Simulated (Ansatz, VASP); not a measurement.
Two plane-wave programs on V

The input POSCAR:

```
V
1.0
   -1.5068500000      1.5068500000      1.5068500000
    1.5068500000     -1.5068500000      1.5068500000
    1.5068500000      1.5068500000     -1.5068500000
V
1
Direct
    0.0000000000      0.0000000000      0.0000000000
```

INCAR.step1

```
SYSTEM = V
  ALGO = Normal
  EDIFF = 1E-4
  ENCUT = 520
  GGA = PE
  ISMEAR = 0
  LASPH = .TRUE.
  LCHARG = .FALSE.
  LDAU = .TRUE.
  LDAUJ = 0
  LDAUL = 2
  LDAUTYPE = 2
  LDAUU = 4.07
  LMAXMIX = 4
  LREAL = .FALSE.
  LWAVE = .TRUE.
  NBANDS = 12
  NELM = 150
  PREC = Accurate
  SIGMA = 0.0276
```

File INCAR.step2:

```
SYSTEM = V
  ALGO = Normal
  EDIFF = 1E-6
  ENCUT = 520
  ISIF = 2
  ISMEAR = 0
  ISTART = 1
  LASPH = .TRUE.
  LCHARG = .FALSE.
  LDAU = .TRUE.
  LDAUJ = 0
  LDAUL = 2
  LDAUPRINT = 1
  LDAUTYPE = 2
  LDAUU = 4.07
  LMAXMIX = 4
  LMIXTAU = .TRUE.
  LREAL = .FALSE.
  LWAVE = .FALSE.
  METAGGA = R2SCAN
  NBANDS = 12
  NELM = 150
  PREC = Accurate
  SIGMA = 0.0276
```

KPOINTS

```
k-points
0
G
  8 8 8
  0 0 0
```

Input for Ansatz:

```yaml
crystal:
  lattice:
    - [-1.50685, 1.50685, 1.50685]
    - [1.50685, -1.50685, 1.50685]
    - [1.50685, 1.50685, -1.50685]
  atoms:
    - { symbol: V, position: [0.0, 0.0, 0.0] }
  symmetry: { tolerance: 0.0003 }
kpoints:
  mp_grid: { grid: [8, 8, 8], shift: [0, 0, 0] }
magnetization:
  spin_polarized: false
scf:
  occupations: { method: gaussian, width: 0.0276 }
hamiltonian:
  pseudopotentials: { kind: paw }
  xc: r2scan
  hubbard:
    projectors: all-electron-ortho-atomic
    sites: [{ species: V, l: d, u_eff: 4.07 }]
basis:
  ecutwfc: 500
output:
  forces: true
  stress: true
  eigenvalues: true
```

Alike in both runs: task single point; functional r2SCAN; k mesh 8 × 8 × 8; occupations gaussian, width 0.0276 eV; no spin polarisation; Hubbard terms V d U = 4.07 eV.

```csv
,VASP,Ansatz
version,VASP 6.6.1,Ansatz 0.2.0
potentials or method,"VASP PAW PBE potentials, release 64 (V_sv), cutoff 520 eV",PAW plane waves
valence electrons in the cell,13,13
```

```tsv
	VASP	Ansatz	Ansatz less VASP
gap on the k mesh at the Fermi level (eV)	none	none	-
pressure (GPa)	5.7	-0.9	-6.54
```

VASP's potentials were made for PBE, not for r2SCAN. The programs project onto different local orbitals, so the same U acts differently, and such runs can settle in different states. A gap of «none» marks a metal or a gap that the smearing closes. Ansatz's warnings: filled band counts differ across k points.

The k mesh is coarse, so the values compare programs but aren't converged.
